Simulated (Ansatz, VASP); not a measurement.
Tl: VASP beside Ansatz

INCAR

```
  PREC = Accurate
  ENCUT = 520
  EDIFF = 1E-6
  ISMEAR = -1
  SIGMA = 0.1
  LREAL = False
  LASPH = True
  NELM = 60
  ALGO = Normal
  ISIF = 2
  LWAVE = False
  LCHARG = False
  GGA = RE
  NBANDS = 20
```

The input KPOINTS:

```
Automatic mesh
0
Gamma
  16 16 9
```

The input POSCAR:

```
Tl
1.0
    3.6592312162      0.0000000000      0.0000000000
   -1.8296156081      3.1689871916      0.0000000000
    0.0000000000      0.0000000000      5.7077605846
Tl
2
Direct
    0.3333333333      0.6666666667      0.2500000000
    0.6666666667      0.3333333333      0.7500000000
```

Input for Ansatz:

```yaml
crystal:
  lattice:
    - [3.6592312162, 0.0, 0.0]
    - [-1.8296156081, 3.1689871916, 0.0]
    - [0.0, 0.0, 5.7077605846]
  atoms:
    - { symbol: Tl, position: [0.3333333333, 0.6666666667, 0.25] }
    - { symbol: Tl, position: [0.6666666667, 0.3333333333, 0.75] }
hamiltonian:
  xc: revpbe
  pseudopotentials:
    kind: paw
    azcp:
      Tl: "pseudopotentials/Tl.paw.azcp"
basis:
  ecutwfc: 420
  fft_grid_basis: typed
kpoints:
  mp_grid: { grid: [16, 16, 9], shift: [0, 0, 0] }
magnetization:
  spin_polarized: false
scf:
  occupations: { method: fermi_dirac, width: 0.1 }
output:
  stress: true
```

Alike in both runs: task single point; functional revPBE; k mesh 16 × 16 × 9; occupations fermi-dirac, width 0.1 eV; no spin polarisation.

```csv
,VASP,Ansatz
version,VASP 6.6.1,Ansatz 0.2.0
potentials or method,"VASP PAW PBE potentials, release 64 (Tl_d), cutoff 520 eV","plane waves (420 eV) with PAW, scalar-relativistic"
valence electrons in the cell,26,26
```

|  | VASP | Ansatz | Ansatz less VASP |
| --- | --- | --- | --- |
| pressure (GPa) | 0.0 | 0.0 | +0.06 |
| traceless stress, the component that is largest in VASP (GPa) | 0.12 | 0.12 | +0.002 |

VASP's potentials were made for PBE, not for revPBE. With one functional, cell and mesh, what is left measures potentials, basis and numerics.

Spin-orbit coupling is off throughout.
